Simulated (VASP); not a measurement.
SiC, 2 atoms in the cell. It takes space group Imm2 (No. 44, orthorhombic). Conventional cell: a = 3.080 Å, b = 3.080 Å, c = 4.356 Å, α = 90.00°, β = 90.00°, γ = 90.00°. Within 2.3 Å of Si (site symmetry mm2) lie 4 C at 1.73 to 2.07 Å. Within 2.3 Å of C (site symmetry mm2) lie 4 Si at 1.73 to 2.07 Å.  This cell differs from its parent crystal: atom 2 (C) moved by (+0.000, -0.300) A along [1 1 0] and z.

| Quantity | Value |
| --- | --- |
| Program | VASP 6.6.1 |
| Task | single point |
| Functional | r2SCAN |
| Potentials or basis | VASP PAW PBE potentials, release 64 (Si, C) |
| Cutoff | 520 eV |
| k mesh | 10 × 10 × 10 |
| Occupations | gaussian, width 0.05 eV |
| Spin | no spin polarisation |
| Dipole correction | no |
| Further INCAR settings | ALGO = Normal; EDIFF = 1e-06; NBANDS = 11 |

Potentials or basis: VASP PAW PBE potentials, release 64 (Si, C).

The run is started by

```console
$ cat potpaw_PBE.64/Si/POTCAR potpaw_PBE.64/C/POTCAR > POTCAR
$ cp INCAR.step1 INCAR
$ mpirun -np 1 vasp_std > vasp.out
$ cp INCAR.step2 INCAR
$ mpirun -np 1 vasp_std > vasp.out
```

Hardware: 1 thread of Intel Xeon 8259CL (shared host).

Task: Estimate the wall time of this run.

Result: Run time: 110 s on 1 thread of Intel Xeon 8259CL, on a shared host, peak memory 0.16 GiB. Counts: k points 171.
